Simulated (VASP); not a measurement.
A run of VASP 6.6.1:

Contents of INCAR:

```
SYSTEM = PbO2
PREC = Accurate ; ENCUT = 520
EDIFF = 1E-6 ; ISMEAR = 0
SIGMA = 0.1 ; LREAL = .False.
LASPH = .True. ; NELM = 100
ALGO = Normal ; ISIF = 2
LWAVE = .False. ; LCHARG = .False.
GGA = PE ; NBANDS = 20
```

The input KPOINTS:

```
regular mesh
0
Gamma
  6 6 6
  0 0 0
```

Contents of POSCAR:

```
PbO2
1.0
    0.0000000000      2.7019920000      2.7019920000
    2.7019920000      0.0000000000      2.7019920000
    2.7019920000      2.7019920000      0.0000000000
Pb O
1 2
Direct
    0.0000000000      0.0000000000      0.0000000000
    0.2500000000      0.2500000000      0.2500000000
    0.7500000000      0.7500000000      0.7500000000
```

Potentials or basis: VASP PAW PBE potentials, release 64 (Pb_d, O).

Launch:

```console
$ cat potpaw_PBE.64/Pb_d/POTCAR potpaw_PBE.64/O/POTCAR > POTCAR
$ mpirun -np 1 vasp_std > vasp.out
```

Hardware: 1 thread of Intel(R) Xeon(R) 6975P-C (Granite Rapids) (shared host).

Q: Estimate the wall time of this run.

A: It took 6.9 s on 1 thread of Intel(R) Xeon(R) 6975P-C (Granite Rapids), with other jobs on the host, peak memory 0.15 GiB. Counts: scf iterations 13, k points 16.
